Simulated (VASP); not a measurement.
Here is a VASP 6.6.1 calculation.

The input INCAR:

```
  PREC = Accurate
  ENCUT = 520
  EDIFF = 1E-7
  ISMEAR = 0
  SIGMA = 0.015
  LREAL = F
  LASPH = T
  NELM = 60
  ALGO = Normal
  ISIF = 2
  LWAVE = F
  LCHARG = T
  GGA = PE
  LELF = T
  LVHAR = T
  NBANDS = 20
```

The input KPOINTS:

```
Automatic mesh
0
Gamma
  10 10 10
```

The input POSCAR:

```
SnO2
1.0
    1.6170930752      0.9336291223      4.8005925840
   -1.6170930752      0.9336291223      4.8005925840
    0.0000000000     -1.8672582446      4.8005925840
Sn O
1 2
Direct
    0.5000000000      0.5000000000      0.5000000000
    0.7628300000      0.7628300000      0.7628300000
    0.2371700000      0.2371700000      0.2371700000
```

Potentials or basis: VASP PAW PBE potentials, release 64 (Sn_d, O).

Command:

```sh
$ cat potpaw_PBE.64/Sn_d/POTCAR potpaw_PBE.64/O/POTCAR > POTCAR
$ mpirun -np 1 vasp_std > vasp.out
```

Problem. Predict the largest force.

Solution. 0.083 eV/Å.

Problem. Estimate the band gap on the k mesh.

Solution. 1.91 eV (least direct gap 2.03 eV).

Problem. What does it give for the pressure?

Solution. 0.0 GPa.

Stress tensor (GPa, compression positive):
```
 0.25  0.00  0.00
 0.00  0.25  0.00
 0.00  0.00 -0.57
```

Caveat: spin-orbit coupling is left out, which moves the levels of the heavy elements. A k mesh can miss the band edges.
